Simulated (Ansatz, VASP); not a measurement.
# KCl: VASP beside Ansatz

```
K Cl
1.0
     0.00000    3.15610    3.25078
     3.15610    0.00000    3.25078
     3.15610    3.15610    0.00000
K Cl
1 1
Direct
  0.00000 0.00000 0.00000
  0.50000 0.50000 0.50000
```

Change from the starting cell: zz strain of +3 %.

Alike in both runs: task single point; functional LDA; k mesh 7 × 7 × 7; occupations fermi-dirac, width 0.03 eV; no spin polarisation.

|  | VASP | Ansatz |
| --- | --- | --- |
| version | VASP 6.6.1 | Ansatz 0.2.0 |
| potentials or method | VASP PAW LDA potentials, release 64 (K_sv, Cl), cutoff 520 eV | all-electron LAPW, scalar-relativistic |

|  | VASP | Ansatz | Ansatz less VASP |
| --- | --- | --- | --- |
| gap on the k mesh at the Fermi level (eV) | 4.62 | 4.61 | -0.003 |
| pressure (GPa) | -2.4 | -2.4 | -0.02 |
| traceless stress, the component that is largest in VASP (GPa) | -0.41 | -0.39 | +0.014 |

LDA's correlation is that of Perdew and Zunger in VASP and of Perdew and Wang (1992) in Ansatz. Ansatz ran all-electron here, and VASP with PAW potentials.
